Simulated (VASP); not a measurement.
C: elastic constants with PBEsol

Crystal: C.

```
CELL_PARAMETERS angstrom
0.00000 1.78337 1.78337
1.78337 0.00000 1.78337
1.78337 1.78337 0.00000
ATOMIC_POSITIONS crystal
C 0.75000 0.75000 0.75000
C 0.50000 0.50000 0.50000
```

| Item | Value |
| --- | --- |
| Program | VASP 6.6.1 |
| Task | elastic constants |
| Functional | PBEsol |
| Potentials or basis | VASP PAW PBE potentials, release 64 (C) |
| Cutoff | 600 eV |
| k mesh | 11 × 11 × 11 |
| Occupations | gaussian, width 0.01 eV |
| Spin | no spin polarisation |
| Dipole correction | no |
| Ions in elastic constants | relaxed |
| Further INCAR settings | ALGO = Normal; EDIFF = 1e-08; IBRION = 6; POTIM = 0.015; NSW = 1; ISIF = 3 |

| Property | Result |
| --- | --- |
| Elastic constants C11, C12, C44 | 1050, 131, 562 GPa |
| Voigt bulk modulus | 437 GPa |
| Highest phonon frequency at Γ | 1296 cm⁻¹ |

Phonon frequencies in cm⁻¹ (negative: imaginary):
| q point | frequencies |
| --- | --- |
| (0.000, 0.000, 0.000) | 0 0 0 1296 1296 1296 |

Elastic tensor in Voigt notation (GPa, in the Cartesian axes of the cell as first typed):
```
1050  131  131    0    0    0
 131 1050  131    0    0    0
 131  131 1050    0    0    0
   0    0    0  562    0    0
   0    0    0    0  562    0
   0    0    0    0    0  562
```

Clamped-ion elastic tensor (GPa):
```
1050  131  131    0    0    0
 131 1050  131    0    0    0
 131  131 1050    0    0    0
   0    0    0  566    0    0
   0    0    0    0  566    0
   0    0    0    0    0  566
```

Wall time 98 s on 1 thread of Intel(R) Xeon(R) 6975P-C (Granite Rapids), on a shared host, peak memory 0.18 GiB.

Caveat: the cell is under stress, which shifts elastic constants; the PAW data sets were made with another functional, which shifts forces and pressure a little.
